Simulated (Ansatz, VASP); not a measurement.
## Au in VASP and in Ansatz

```
CELL_PARAMETERS angstrom
0.00000 2.05850 2.05850
2.05850 0.00000 2.05850
2.05850 2.05850 0.00000
ATOMIC_POSITIONS crystal
Au 0.00000 0.00000 0.00000
```

Alike in both runs: task relaxation of cell and atoms; functional PBEsol; k mesh 18 × 18 × 18; occupations gaussian, width 0.1 eV; no spin polarisation.

```csv
,VASP,Ansatz
version,VASP 6.6.1,Ansatz 0.2.0
potentials or method,"VASP PAW PBE potentials, release 64 (Au), cutoff 600 eV","scalar-relativistic, plane waves, PAW"
valence electrons in the cell,11,19
```

```tsv
	VASP	Ansatz	Ansatz less VASP
gap on the k mesh at the Fermi level, each at its own relaxed structure (eV)	none	none	-
relaxed volume (Å³/atom)	17.01	17.02	+0.016
relaxed cell length with the largest relative difference (Å)	2.887	2.888	+0.0009
```

VASP's potentials were made for PBE, not for PBEsol, and Ansatz warns of the same on its side. A gap of «none» marks a metal or a gap that the smearing closes. VASP's potentials hold 11 valence electrons a cell and Ansatz's 19, so a difference there can come from the potentials and not from the codes.

Neither program's run includes spin-orbit coupling.
